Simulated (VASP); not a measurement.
A run of VASP 6.6.1 is set up as follows.

Contents of INCAR:

```
SYSTEM = TiSi16
ALGO = Normal
EDIFF = 1E-7
ENCUT = 520
GGA = PS
ISIF = 2
ISMEAR = 0
LASPH = .True.
LCHARG = .True.
LELF = .True.
LREAL = Auto
LVHAR = .True.
LWAVE = .False.
NBANDS = 52
NELM = 80
PREC = Accurate
SIGMA = 0.02
```

Contents of KPOINTS:

```
k-points
0
Gamma
  2 2 2
  0 0 0
```

File POSCAR:

```
TiSi16
1.0
    0.0000000000      5.4300000000      5.4300000000
    5.4300000000      0.0000000000      5.4300000000
    5.4300000000      5.4300000000      0.0000000000
Si Ti
16 1
Direct
    0.0143167587      0.0145265193      0.0160211786
    0.1401397790      0.1408042357      0.1396152855
   -0.0006293738     -0.0000185083      0.5110743094
    0.1130441989      0.1131672192      0.6551197053
   -0.0011872007      0.5119247698     -0.0016232965
    0.1124181400      0.6538916206      0.1136339779
   -0.0295290055      0.5119190608      0.5123643646
    0.1136170350      0.6267476059      0.6251739411
    0.5112759669     -0.0005402394     -0.0016216390
    0.6536939227      0.1126399632      0.1135764273
    0.5117913444     -0.0293338858      0.5123233886
    0.6261252302      0.1142537753      0.6251539595
    0.5110896869      0.5113325967     -0.0293104972
    0.6256684162      0.6263045120      0.1122658379
    0.4847800184      0.4854337937      0.4836301105
    0.6098437385      0.6100501842      0.6096973297
    0.3119921731      0.3121557090      0.3129337937
```

Potentials or basis: VASP PAW PBE potentials, release 64 (Si, Ti_sv).

The run is started by

```sh
$ cat potpaw_PBE.64/Si/POTCAR potpaw_PBE.64/Ti_sv/POTCAR > POTCAR
$ mpirun -np 1 vasp_std > vasp.out
```

Task: Estimate the pressure.

Result: 4.1 GPa.

Task: What does it give for the largest force?

Result: 0.059 eV/Å.

Task: What does it give for the band gap on the k mesh?

Result: Zero (band 38 reaches 6.80 eV, above the bottom of band 39 at 6.60 eV).

Stress tensor (GPa, compression positive):
```
 4.10 -0.90 -0.88
-0.90  4.10 -0.88
-0.88 -0.88  4.13
```

Caveat: the k points lie up to 0.50 Å⁻¹ apart; the PAW data sets were made with another functional, which shifts forces and pressure a little.
